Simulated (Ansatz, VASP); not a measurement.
## Two plane-wave programs on Re

The input INCAR:

```
ALGO = Normal
EDIFF = 1E-7
ENCUT = 520
GGA = PS
ISIF = 2
ISMEAR = 0
LASPH = True
LCHARG = True
LELF = True
LREAL = False
LVHAR = True
LWAVE = False
NBANDS = 10
NELM = 60
PREC = Accurate
SIGMA = 0.15
```

KPOINTS

```
k-points
0
Gamma
  20 20 20
```

POSCAR

```
Re
1.0
    0.0000000000      2.0342500000      2.0342500000
    2.0342500000      0.0000000000      2.0342500000
    2.0342500000      2.0342500000      0.0000000000
Re
1
Direct
    0.0000000000      0.0000000000      0.0000000000
```

Input for Ansatz:

```yaml
crystal:
  lattice:
    - [0.0, 2.03425, 2.03425]
    - [2.03425, 0.0, 2.03425]
    - [2.03425, 2.03425, 0.0]
  atoms:
    - { symbol: Re, position: [0.0, 0.0, 0.0] }
basis:
  ecutwfc: 420
kpoints:
  mp_grid: { grid: [20, 20, 20] }
hamiltonian:
  xc: pbesol
scf:
  occupations: { method: gaussian, width: 0.15 }
output:
  forces: true
  stress: true
  eigenvalues: true
```

Change from the starting cell: strain +0.030 along x and y, +0.030 along z, atoms carried along.

Alike in both runs: task single point; functional PBEsol; k mesh 20 × 20 × 20; occupations gaussian, width 0.15 eV; no spin polarisation.

```csv
,VASP,Ansatz
version,VASP 6.6.1,Ansatz 0.2.0
potentials or method,"VASP PAW PBE potentials, release 64 (Re), cutoff 520 eV","scalar-relativistic, plane waves, PAW"
valence electrons in the cell,7,15
```

|  | VASP | Ansatz | Ansatz less VASP |
| --- | --- | --- | --- |
| gap on the k mesh at the Fermi level (eV) | none | none | - |
| pressure (GPa) | -41.0 | -40.2 | +0.75 |

VASP's potentials were made for PBE, not for PBEsol. A gap of «none» marks a metal or a gap that the smearing closes. Both programs put the cell under strong tension, so it lies far from rest at this level. VASP's potentials hold 7 valence electrons a cell and Ansatz's 15, so a difference there can come from the potentials and not from the codes.

Spin-orbit coupling is off throughout. Noted on VASP's run: the cell as given lies far from equilibrium.
